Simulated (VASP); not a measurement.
# ScSb2N3 (P6/mmm) in VASP: notebook

The runs below take ScSb2N3 through single point, relaxation of cell and atoms, with PBE.

Everything below comes from runs of VASP 6.6.1. Logs are shortened: lines on timing, memory, paths and dates and some standing lists are left out, and cuts for length are marked.

**1. The cell of the first run**

The structure is hexagonal, space group P6/mmm (No. 191). Conventional cell: a = 5.867 Å, b = 5.867 Å, c = 3.091 Å, α = 90.00°, β = 90.00°, γ = 120.00°. Within 4.1 Å of Sc (site symmetry 6/mmm) lie 2 Sc at 3.09 Å and 12 N at 3.32 Å and 6 Sb at 3.39 Å. Sb (site symmetry -6m2) has 6 N at 2.29 Å and 2 Sb at 3.09 Å within 3.1 Å. Within 3.1 Å of N (site symmetry mmm) lie 4 Sb at 2.29 Å and 6 N at 2.93 to 3.09 Å.

The cell was generated, and may not be a known phase.

**2. Single point, PBE**

File INCAR:

```
SYSTEM = ScSb2N3
PREC = Accurate
ENCUT = 520
EDIFF = 1E-6
ISMEAR = 0
SIGMA = 0.1
LREAL = .False.
LASPH = .True.
NELM = 80
ALGO = Normal
ISIF = 2
LWAVE = .False.
LCHARG = .False.
GGA = PE
NBANDS = 27
```

File KPOINTS:

```
regular mesh
0
Gamma
  3 3 6
  0 0 0
```

File POSCAR:

```
ScSb2N3
1.0
    5.8667731544      0.0000000000      0.0000000000
   -2.9333865772      5.0807745899      0.0000000000
    0.0000000000      0.0000000000      3.0908954318
Sc Sb N
1 2 3
Direct
    0.0000000000      0.0000000000      0.0000000000
    0.3333333333      0.6666666667      0.0000000000
    0.6666666667      0.3333333333      0.0000000000
    0.0000000000      0.5000000000      0.5000000000
    0.5000000000      0.5000000000      0.5000000000
    0.5000000000      0.0000000000      0.5000000000
```

Potentials or basis: VASP PAW PBE potentials, release 64 (Sc_sv, Sb, N).

Run with:

```sh
$ cat potpaw_PBE.64/Sc_sv/POTCAR potpaw_PBE.64/Sb/POTCAR potpaw_PBE.64/N/POTCAR > POTCAR
$ mpirun -np 1 vasp_std > vasp.out
```

OUTCAR:

```text
SYSTEM = ScSb2N3
   PREC = Accurate
   ENCUT = 520
   EDIFF = 1E-6
   ISMEAR = 0
   LREAL = .False.
   LASPH = .True.
   NELM = 80
   ISIF = 2
   GGA = PE

 ion  position               nearest neighbor table
   1  0.000  0.000  0.000-   2 3.39   3 3.39   2 3.39   3 3.39   3 3.39   2 3.39
   2  0.333  0.667  0.000-   6 2.29   6 2.29   4 2.29   4 2.29   5 2.29   5 2.29   3 3.39   1 3.39
                             3 3.39   1 3.39   1 3.39   3 3.39
   3  0.667  0.333  0.000-   6 2.29   6 2.29   4 2.29   4 2.29   5 2.29   5 2.29   2 3.39   1 3.39
                             2 3.39   1 3.39   1 3.39   2 3.39
   4  0.000  0.500  0.500-   2 2.29   3 2.29   2 2.29   3 2.29
   5  0.500  0.500  0.500-   2 2.29   3 2.29   2 2.29   3 2.29
   6  0.500  0.000  0.500-   2 2.29   3 2.29   2 2.29   3 2.29

  LATTYP: Found a hexagonal cell.
 ALAT       =     5.8667731544
 C/A-ratio  =     0.5268476129

  Lattice vectors:

 A1 = (   5.8667731544,   0.0000000000,   0.0000000000)
 A2 = (  -2.9333865772,   5.0807745899,   0.0000000000)
 A3 = (   0.0000000000,   0.0000000000,   3.0908954318)

Analysis of symmetry for initial positions (statically):
=====================================================================
 Subroutine PRICEL returns:
 Original cell was already a primitive cell.

 Routine SETGRP: Setting up the symmetry group for a
 hexagonal supercell.

 Subroutine GETGRP returns: Found 24 space group operations
 (whereof 24 operations were pure point group operations)
 out of a pool of 24 trial point group operations.

The static configuration has the point symmetry D_6h.

Analysis of symmetry for dynamics (positions and initial velocities):
=====================================================================
 Subroutine PRICEL returns:
 Original cell was already a primitive cell.

 Routine SETGRP: Setting up the symmetry group for a
 hexagonal supercell.

 Subroutine GETGRP returns: Found 24 space group operations
 (whereof 24 operations were pure point group operations)
 out of a pool of 24 trial point group operations.

The dynamic configuration has the point symmetry D_6h.

 Subroutine INISYM returns: Found 24 space group operations
 (whereof 24 operations are pure point group operations),
 and found     1 'primitive' translations

----------------------------------------------------------------------------------------

                                     Primitive cell

  volume of cell :      92.1326

  direct lattice vectors                    reciprocal lattice vectors
[... 87 lines left out ...]
   NFREE  =      0    steps in history (QN), initial steepest desc. (CG)
   ISIF   =      2    stress and relaxation
   ISYM   =      2    0-nonsym 1-usesym 2-fastsym
   POTIM  = 0.5000    time-step for ionic-motion
   TEBEG  =    0.0;   TEEND  =   0.0 temperature during run
   PSTRESS=    0.0 pullay stress
   NELECT =      36.0000    total number of electrons
   NUPDOWN=      -1.0000    fix difference up-down
   EMIN   =  10.00;   EMAX   =-10.00  energy-range for DOS
   EFERMI =   0.00;   METHOD = LEGACY
   ISMEAR =     0;   SIGMA  =   0.10  broadening in eV -4-tet -1-fermi 0-gaus
   EFERMI_NEDOS =   21; number of points for ismear=-14 and -15
   IALGO  =     38    algorithm
   IMIX   =      4    mixing-type and parameters
     AMIX     =   0.40;   BMIX     =  1.00
     AMIX_MAG =   1.60;   BMIX_MAG =  1.00
  volume/ion in A,a.u.               =      15.36       103.62
  Fermi-wavevector in a.u.,A,eV,Ry     =   1.196845  2.261709 19.489493  1.432437
  Thomas-Fermi vector in A             =   2.332775
   LORBIT       =      0    0 simple, 1 ext, 2 COOP (PROOUT), +10 PAW based schemes
   GGA     = PE    functional components
   LHFCALC =     F    Hartree Fock is set to
   AEXX    =    0.0000 exact exchange contribution
   IVDW    =     0    specifies the selected vdW correction
   LEPSILON=     F    determine dielectric tensor
   LRPA    =     F    only Hartree local field effects (RPA)
 non-spin polarized calculation
 Gauss-broadening in eV      SIGMA  =   0.10
  energy-cutoff  :      520.00
  volume of cell :       92.13
 maximum number of plane-waves:      2502
 NGX is ok and might be reduce to    48
   NGX = 21   NGY = 21   NGZ = 11

 number of electron      36.0000000 magnetization

 Free energy of the ion-electron system (eV)
  ---------------------------------------------------
  ext. energy  EPLUGINS =         0.00000000
  ---------------------------------------------------
  free energy    TOTEN  =       -33.76376117 eV

  energy without entropy =      -33.73604303  energy(sigma->0) =      -33.74990210

 E-fermi :   7.9983     XC(G=0): -10.8138

 val. band max:        7.9845460091   @ k =   0.3333   0.0000   0.1667
 cond. band min:       8.0182762795   @ k =   0.3333   0.0000   0.3333
 fundamental gap:      0.0337302704
 Fermi energy:         7.9983473728

 k-point     1 :       0.0000    0.0000    0.0000
  band No.  band energies     occupation
      1     -42.5897      2.00000
      2     -21.2998      2.00000
      3     -21.2998      2.00000
      4     -20.8664      2.00000
      5      -9.5188      2.00000
      6      -6.6752      2.00000
[... 349 lines left out ...]
     26      11.9091      0.00000
     27      12.2669      0.00000

------------------------ aborting loop because EDIFF is reached ----------------------------------------

  FORCE on cell =-STRESS in cart. coord.  units (eV):
  Direction    XX          YY          ZZ          XY          YZ          ZX
  --------------------------------------------------------------------------------------
  -------------------------------------------------------------------------------------
  Total       -0.2119272     -0.2119272     -0.4822065      0.0000000     -0.0000000      0.0000000
  in kB       -3.6853928     -3.6853928     -8.3855218      0.0000000     -0.0000000      0.0000000
  external PRESSURE =      -5.2521025 kB  Pullay stress =       0.0000000 kB

 VOLUME and BASIS-vectors are now :
 -----------------------------------------------------------------------------
  energy-cutoff  :      520.00
  volume of cell :       92.13
      direct lattice vectors                 reciprocal lattice vectors
     5.866773154  0.000000000  0.000000000     0.170451452  0.098410191  0.000000000
    -2.933386577  5.080774590  0.000000000     0.000000000  0.196820383  0.000000000
     0.000000000  0.000000000  3.090895432     0.000000000  0.000000000  0.323530841

 POSITION                                       TOTAL-FORCE (eV/Angst)
 -----------------------------------------------------------------------------------
      0.00000      0.00000      0.00000        -0.000000      0.000000      0.000000
     -0.00000      3.38718      0.00000        -0.000000      0.000000      0.000000
      2.93339      1.69359      0.00000         0.000000     -0.000000      0.000000
     -1.46669      2.54039      1.54545        -0.000000      0.000000      0.000000
      1.46669      2.54039      1.54545        -0.000000      0.000000      0.000000
      2.93339      0.00000      1.54545        -0.000000      0.000000      0.000000
 -----------------------------------------------------------------------------------
    total drift:                                0.000000      0.000000     -0.000000

  FREE ENERGIE OF THE ION-ELECTRON SYSTEM (eV)
  ---------------------------------------------------
  free  energy   TOTEN  =       -33.7637611735 eV

  energy  without entropy=      -33.7360430304  energy(sigma->0) =      -33.74990210
```

OSZICAR:

```text
N       E                     dE             d eps       ncg     rms          rms(c)
DAV:   1     0.334761831105E+03    0.33476E+03   -0.14812E+04   648   0.124E+03
DAV:   2     0.120178634685E+02   -0.32274E+03   -0.31056E+03   664   0.361E+02
DAV:   3    -0.391357232509E+02   -0.51154E+02   -0.48274E+02   989   0.116E+02
DAV:   4    -0.428061915754E+02   -0.36705E+01   -0.36354E+01   976   0.355E+01
DAV:   5    -0.428788687372E+02   -0.72677E-01   -0.72495E-01   901   0.489E+00    0.172E+01
DAV:   6    -0.393451256798E+02    0.35337E+01   -0.11290E+02   980   0.368E+01    0.232E+01
DAV:   7    -0.350887843525E+02    0.42563E+01   -0.91429E+01  1039   0.600E+01    0.725E+00
DAV:   8    -0.342811143245E+02    0.80767E+00   -0.39434E+00   864   0.909E+00    0.444E+00
DAV:   9    -0.339099344109E+02    0.37118E+00   -0.54800E-01   978   0.452E+00    0.259E+00
DAV:  10    -0.337974328330E+02    0.11250E+00   -0.10176E+00   961   0.654E+00    0.157E+00
DAV:  11    -0.337646971676E+02    0.32736E-01   -0.22637E-01   957   0.304E+00    0.295E-01
DAV:  12    -0.337652259293E+02   -0.52876E-03   -0.50535E-03   911   0.537E-01    0.301E-01
DAV:  13    -0.337640865211E+02    0.11394E-02   -0.19641E-03   984   0.252E-01    0.150E-01
DAV:  14    -0.337638421403E+02    0.24438E-03   -0.75864E-04  1002   0.184E-01    0.686E-02
DAV:  15    -0.337637668545E+02    0.75286E-04   -0.45248E-04   992   0.112E-01    0.175E-02
DAV:  16    -0.337637645773E+02    0.22772E-05   -0.14206E-05   825   0.250E-02    0.124E-02
DAV:  17    -0.337637615865E+02    0.29909E-05   -0.57454E-06   783   0.154E-02    0.360E-03
DAV:  18    -0.337637611735E+02    0.41293E-06   -0.96947E-07   421   0.793E-03
   1 F= -.33763761E+02 E0= -.33749902E+02  d E =-.277181E-01
```

stdout:

```text
POSCAR found type information on POSCAR ScSbN
 POSCAR found :  3 types and       6 ions
 scaLAPACK will be used
 LDA part: xc-table for (Slater+PW92), standard interpolation
 POSCAR, INCAR and KPOINTS ok, starting setup
 FFT: planning ... GRIDC
 FFT: planning ... GRID_SOFT
 FFT: planning ... GRID
 WAVECAR not read
 entering main loop
```

Run time: 41 s. Hardware: 1 thread of Intel Xeon Platinum 8259CL at 2.50GHz (Skylake/Cascade Lake), shared host; peak memory 0.23 GiB.

What came out:

```
Free energy            : -33.7638 eV
Pressure               : -0.5 GPa
Band gap on the k mesh : zero (bands 18 and 19 overlap by 1.35 eV)
```

Levels at points of the mesh, in eV from the Fermi level:
```
           k point  band 16  band 17  band 18  band 19  band 20  band 21
(0.00, 0.00, 0.00)    -1.97    -1.53    -1.29    -0.37    -0.37     0.76
(0.00, 0.00, 0.50)    -1.55    -0.74    -0.13    -0.13     1.22     1.22
```

Caveat: the k points lie up to 0.41 Å⁻¹ apart, too coarse for converged energies and pressures of a metal; spin-orbit coupling is left out, which moves the levels of the heavy elements.

**3. Single point, PBE**

This run uses another cell than the first one, of 17.83 Å³/atom.

File INCAR:

```
SYSTEM = ScSb2N3
PREC = Accurate
ENCUT = 520
EDIFF = 1E-6
ISMEAR = 0
SIGMA = 0.1
LREAL = .FALSE.
LASPH = .TRUE.
NELM = 80
ALGO = Normal
ISIF = 2
LWAVE = .FALSE.
LCHARG = .FALSE.
GGA = PE
NBANDS = 27
```

File KPOINTS:

```
Automatic mesh
0
G
  3 3 6
  0 0 0
```

File POSCAR:

```
ScSb2N3
1.0
    5.7807339800      0.0000000000      0.0000000000
   -2.8903669900      5.0062624800      0.0000000000
    0.0000000000      0.0000000000      3.6973500900
Sc Sb N
1 2 3
Direct
    0.0000000000      0.0000000000      0.0000000000
    0.3333333300      0.6666666700      0.0000000000
    0.6666666700      0.3333333300      0.0000000000
    0.0000000000      0.5000000000      0.5000000000
    0.5000000000      0.5000000000      0.5000000000
    0.5000000000      0.0000000000      0.5000000000
```

Potentials or basis: VASP PAW PBE potentials, release 64 (Sc_sv, Sb, N).

Run with:

```sh
$ cat potpaw_PBE.64/Sc_sv/POTCAR potpaw_PBE.64/Sb/POTCAR potpaw_PBE.64/N/POTCAR > POTCAR
$ mpirun -np 1 vasp_std > vasp.out
```

OUTCAR:

```text
SYSTEM = ScSb2N3
   PREC = Accurate
   ENCUT = 520
   EDIFF = 1E-6
   ISMEAR = 0
   LREAL = .FALSE.
   LASPH = .TRUE.
   NELM = 80
   ISIF = 2
   GGA = PE

 ion  position               nearest neighbor table
   1  0.000  0.000  0.000-   2 3.34   3 3.34   3 3.34   2 3.34   3 3.34   2 3.34
   2  0.333  0.667  0.000-   4 2.49   4 2.49   6 2.49   6 2.49   5 2.49   5 2.49   1 3.34   3 3.34
                             3 3.34   1 3.34   1 3.34   3 3.34
   3  0.667  0.333  0.000-   4 2.49   4 2.49   6 2.49   6 2.49   5 2.49   5 2.49   1 3.34   2 3.34
                             2 3.34   1 3.34   1 3.34   2 3.34
   4  0.000  0.500  0.500-   2 2.49   3 2.49   2 2.49   3 2.49
[... 556 lines left out ...]
  Total       -2.2260648     -2.2260648    -20.0963411      0.0000000      0.0000000      0.0000000
  in kB      -33.3319873    -33.3319873   -300.9126187      0.0000000      0.0000000      0.0000000
  external PRESSURE =    -122.5255311 kB  Pullay stress =       0.0000000 kB

 VOLUME and BASIS-vectors are now :
 -----------------------------------------------------------------------------
  energy-cutoff  :      520.00
  volume of cell :      107.00
      direct lattice vectors                 reciprocal lattice vectors
     5.780733980  0.000000000  0.000000000     0.172988413  0.099874907  0.000000000
    -2.890366990  5.006262480  0.000000000     0.000000000  0.199749814  0.000000000
     0.000000000  0.000000000  3.697350090     0.000000000  0.000000000  0.270463974

 POSITION                                       TOTAL-FORCE (eV/Angst)
 -----------------------------------------------------------------------------------
      0.00000      0.00000      0.00000         0.000000      0.000000     -0.000000
     -0.00000      3.33751      0.00000        -0.000000      0.000000     -0.000000
      2.89037      1.66875      0.00000         0.000000     -0.000000      0.000000
     -1.44518      2.50313      1.84868         0.000000      0.000000     -0.000000
      1.44518      2.50313      1.84868         0.000000      0.000000     -0.000000
      2.89037      0.00000      1.84868         0.000000      0.000000     -0.000000
 -----------------------------------------------------------------------------------
    total drift:                                0.000000     -0.000000     -0.000000

  FREE ENERGIE OF THE ION-ELECTRON SYSTEM (eV)
  ---------------------------------------------------
  free  energy   TOTEN  =       -31.3260193550 eV

  energy  without entropy=      -31.2804942886  energy(sigma->0) =      -31.30325682
```

OSZICAR:

```text
N       E                     dE             d eps       ncg     rms          rms(c)
DAV:   1     0.320965706569E+03    0.32097E+03   -0.14821E+04   648   0.123E+03
[... 12 lines left out ...]
DAV:  14    -0.313337148201E+02   -0.73607E-02   -0.32724E-02   991   0.105E+00    0.836E-01
DAV:  15    -0.313264066703E+02    0.73081E-02   -0.92081E-03  1000   0.543E-01    0.198E-01
DAV:  16    -0.313261313950E+02    0.27528E-03   -0.28776E-03   967   0.283E-01    0.119E-01
DAV:  17    -0.313260202121E+02    0.11118E-03   -0.25098E-04  1039   0.107E-01    0.210E-02
DAV:  18    -0.313260322989E+02   -0.12087E-04   -0.61657E-05  1077   0.407E-02    0.377E-02
DAV:  19    -0.313260190586E+02    0.13240E-04   -0.25943E-05   967   0.328E-02    0.400E-03
DAV:  20    -0.313260193550E+02   -0.29639E-06   -0.40252E-07   430   0.451E-03
   1 F= -.31326019E+02 E0= -.31303257E+02  d E =-.455251E-01
```

stdout:

```text
POSCAR found type information on POSCAR ScSbN
 POSCAR found :  3 types and       6 ions
 scaLAPACK will be used
 LDA part: xc-table for (Slater+PW92), standard interpolation
 POSCAR, INCAR and KPOINTS ok, starting setup
 FFT: planning ... GRIDC
 FFT: planning ... GRID_SOFT
 FFT: planning ... GRID
 WAVECAR not read
 entering main loop
```

It took 54 s on 1 thread of Intel Xeon Platinum 8259CL at 2.50GHz (Skylake/Cascade Lake), shared host; peak memory 0.25 GiB.

Results:

* Free energy: -31.3260 eV
* Pressure: -12.3 GPa
* Band gap on the k mesh: zero (bands 18 and 19 overlap by 0.80 eV)

Stress tensor (GPa, compression positive):
```
 -3.33   0.00   0.00
  0.00  -3.33   0.00
  0.00   0.00 -30.09
```

Caveat: the k points lie up to 0.42 Å⁻¹ apart, too coarse for converged energies and pressures of a metal; spin-orbit coupling is left out, which moves the levels of the heavy elements.

**4. Single point, PBE**

This run uses another cell than the first one, of 15.40 Å³/atom.

File INCAR:

```
SYSTEM = ScSb2N3
PREC = Accurate
ENCUT = 520
EDIFF = 1E-6
ISMEAR = 0
SIGMA = 0.1
LREAL = .False.
LASPH = .True.
NELM = 100
ALGO = Normal
ISIF = 2
LWAVE = .False.
LCHARG = .True.
GGA = PE
LELF = .True.
LVHAR = .True.
NBANDS = 27
```

File KPOINTS:

```
Automatic mesh
0
Gamma
  6 6 12
  0 0 0
```

File POSCAR:

```
ScSb2N3
1.0
    5.8663256420      0.0000000000      0.0000000000
   -2.9331628210      5.0803870329      0.0000000000
    0.0000000000      0.0000000000      3.1007241802
Sc Sb N
1 2 3
Direct
    0.0000000000      0.0000000000      0.0000000000
    0.3333333333      0.6666666667      0.0000000000
    0.6666666667      0.3333333333      0.0000000000
    0.0000000000      0.5000000000      0.5000000000
    0.5000000000      0.5000000000      0.5000000000
    0.5000000000      0.0000000000      0.5000000000
```

Run with:

```sh
$ cat potpaw_PBE.64/Sc_sv/POTCAR potpaw_PBE.64/Sb/POTCAR potpaw_PBE.64/N/POTCAR > POTCAR
$ mpirun -np 1 vasp_std > vasp.out
```

It took 1.8 min on 1 thread of Intel Xeon Platinum 8259CL at 2.50GHz (Skylake/Cascade Lake), shared host; peak memory 0.3 GiB.

It converged, with:

```
Free energy            : -33.7812 eV
Pressure               : -0.5 GPa
Band gap on the k mesh : zero (bands 18 and 19 overlap by 1.33 eV)
```

Stress tensor (GPa, compression positive):
```
-0.40  0.00  0.00
 0.00 -0.40  0.00
 0.00  0.00 -0.75
```

Levels at points of the mesh, in eV from the Fermi level:
| k point | band 14 | band 15 | band 16 | band 17 | band 18 | band 19 | band 20 | band 21 | band 22 | band 23 |
| --- | --- | --- | --- | --- | --- | --- | --- | --- | --- | --- |
| (0.00, 0.00, 0.00) | -2.15 | -2.03 | -2.03 | -1.73 | -1.34 | -0.51 | -0.51 | 0.59 | 1.87 | 1.87 |
| (0.50, 0.00, 0.00) | -2.87 | -2.04 | -1.96 | -1.75 | -1.10 | -0.25 | 1.26 | 1.37 | 1.91 | 1.93 |
| (0.00, 0.00, 0.50) | -3.95 | -1.59 | -1.59 | -0.79 | -0.21 | -0.21 | 1.02 | 1.02 | 1.06 | 1.06 |
| (0.50, 0.00, 0.50) | -3.21 | -2.83 | -2.60 | -1.17 | -1.07 | -0.28 | 0.03 | 0.25 | 0.89 | 1.19 |

Caveat: spin-orbit coupling is left out, which moves the levels of the heavy elements.

[end of part 1 of 2]

The gap in the log of VASP goes by the Fermi energy; the results here count the filled bands.